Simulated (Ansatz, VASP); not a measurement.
**MgO in VASP and in Ansatz**

The input INCAR:

```
  PREC = Accurate
  ENCUT = 600
  EDIFF = 1E-6
  ISMEAR = 0
  SIGMA = 0.1
  LREAL = False
  LASPH = True
  NELM = 60
  ALGO = Normal
  ISIF = 3
  LWAVE = False
  LCHARG = False
  GGA = PE
  IBRION = 2
  NSW = 90
  EDIFFG = -0.04
```

Contents of KPOINTS:

```
regular mesh
0
Gamma
  4 6 6
```

Contents of POSCAR:

```
MgO
1.0
    7.0226972700      0.0000000000      0.0000000000
    0.0000000000      2.4198532800      2.4481599700
    0.0000000000     -2.4198532800      2.4481599700
Mg O
4 4
Direct
    0.1302330900      0.7547179300      0.3695495400
    0.8697669100      0.3695495400      0.7547179300
    0.6302330900      0.8695495400      0.2547179300
    0.3697669100      0.2547179300      0.8695495400
    0.6302330900      0.1304504600      0.7452820700
    0.3697669100      0.7452820700      0.1304504600
    0.1302330900      0.2452820700      0.6304504600
    0.8697669100      0.6304504600      0.2452820700
```

Input for Ansatz:

```yaml
crystal:
  lattice:
    - [7.02269727, 0.0, 0.0]
    - [0.0, 2.41985328, 2.44815997]
    - [0.0, -2.41985328, 2.44815997]
  atoms:
    - { symbol: Mg, position: [0.13023309, 0.75471793, 0.36954954] }
    - { symbol: Mg, position: [0.86976691, 0.36954954, 0.75471793] }
    - { symbol: Mg, position: [0.63023309, 0.86954954, 0.25471793] }
    - { symbol: Mg, position: [0.36976691, 0.25471793, 0.86954954] }
    - { symbol: O, position: [0.63023309, 0.13045046, 0.74528207] }
    - { symbol: O, position: [0.36976691, 0.74528207, 0.13045046] }
    - { symbol: O, position: [0.13023309, 0.24528207, 0.63045046] }
    - { symbol: O, position: [0.86976691, 0.63045046, 0.24528207] }
basis:
  ecutwfc: 420
kpoints:
  mp_grid: { grid: [4, 6, 6] }
hamiltonian:
  xc: pbe
scf:
  occupations: { method: gaussian, width: 0.1 }
  lower_state_search: "off"
output:
  forces: true
  stress: true
  eigenvalues: true
relax:
  adjacent_minimum: "off"
  f_tol: 0.04
  max_steps: 70
  cell: { stress_tol: 0.4 }
```

Alike in both runs: task relaxation of cell and atoms; functional PBE; k mesh 4 × 6 × 6; occupations gaussian, width 0.1 eV; no spin polarisation.

|  | VASP | Ansatz |
| --- | --- | --- |
| version | VASP 6.6.1 | Ansatz 0.2.0 |
| potentials or method | VASP PAW PBE potentials, release 64 (Mg, O), cutoff 600 eV | scalar-relativistic, plane waves, PAW |
| valence electrons in the cell | 32 | 64 |

VASP gave:

| Property | Result |
| --- | --- |
| gap on the k mesh at the Fermi level, each at its own relaxed structure (eV) | 4.52 |
| relaxed volume (Å³/atom) | 9.55 |
| relaxed cell length with the largest relative difference (Å) | 8.470 |

Q: Which values does Ansatz return?

A: gap on the k mesh at the Fermi level, each at its own relaxed structure (eV): 4.46; relaxed volume (Å³/atom): 9.62; relaxed cell length with the largest relative difference (Å): 8.506.

VASP's potentials hold 32 valence electrons a cell and Ansatz's 64, so a difference there can come from the potentials and not from the codes.
